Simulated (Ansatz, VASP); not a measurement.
**One calculation of ScZn, two programs**

```
CELL_PARAMETERS angstrom
3.31650 0.00000 0.00000
0.00000 3.31650 0.00000
0.00000 0.00000 3.35000
ATOMIC_POSITIONS crystal
Sc 0.00000 0.00000 0.00000
Zn 0.50000 0.50000 0.50000
```

Change from the starting cell: equal xx and yy strain of -1 %.

Alike in both runs: task single point; functional PBEsol; k mesh 10 × 10 × 10; occupations fermi-dirac, width 0.03 eV; no spin polarisation.

|  | VASP | Ansatz |
| --- | --- | --- |
| version | VASP 6.6.1 | Ansatz 0.2.0 |
| potentials or method | VASP PAW PBE potentials, release 64 (Sc_sv, Zn), cutoff 520 eV | all-electron LAPW, scalar-relativistic |

VASP gave:

```
pressure (GPa)                                                : -1.7
traceless stress, the component that is largest in VASP (GPa) : -0.38
```

Question: Estimate Ansatz's values.

Answer: Pressure (GPa): -1.9; traceless stress, the component that is largest in VASP (GPa): -0.39.

VASP's potentials were made for PBE, not for PBEsol. Ansatz ran all-electron here, and VASP with PAW potentials.
